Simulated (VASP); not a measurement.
Here is a VASP 6.6.1 calculation.

INCAR

```
SYSTEM = CsCdCl3
PREC = Accurate
ENCUT = 520
EDIFF = 1E-6
ISMEAR = 0
SIGMA = 0.05
LREAL = .FALSE.
LASPH = .TRUE.
NELM = 100
ALGO = Normal
ISIF = 2
LWAVE = .FALSE.
LCHARG = .FALSE.
NBANDS = 29
```

Contents of KPOINTS:

```
regular mesh
0
G
  6 6 6
  0 0 0
```

Contents of POSCAR:

```
CsCdCl3
1.0
    5.2000000000      0.0000000000      0.0000000000
    0.0000000000      5.2000000000      0.0000000000
    0.0000000000      0.0000000000      5.2000000000
Cs Cd Cl
1 1 3
Direct
    0.0000000000      0.0000000000      0.0000000000
    0.5000000000      0.5000000000      0.5000000000
   -0.0192307692      0.5000000000      0.5000000000
    0.4807692308      0.0000000000      0.5000000000
    0.4807692308      0.5000000000      0.0000000000
```

Potentials or basis: VASP PAW LDA potentials, release 64 (Cs_sv, Cd, Cl).

The run is started by

```bash
$ cat potpaw_LDA.64/Cs_sv/POTCAR potpaw_LDA.64/Cd/POTCAR potpaw_LDA.64/Cl/POTCAR > POTCAR
$ mpirun -np 1 vasp_std > vasp.out
```

(1) Estimate the pressure.

(2) What does it give for the largest force?

(3) Estimate the band gap on the k mesh.

Answers

(1) -1.5 GPa.

(2) 0.406 eV/Å.

(3) 1.56 eV (least direct gap 2.13 eV).

Caveat: the cell differs from its parent crystal (all Cl atoms moved -0.100 Å, as atom 3 along Cartesian [1 0 0]); spin-orbit coupling is left out, which moves the levels of the heavy elements.
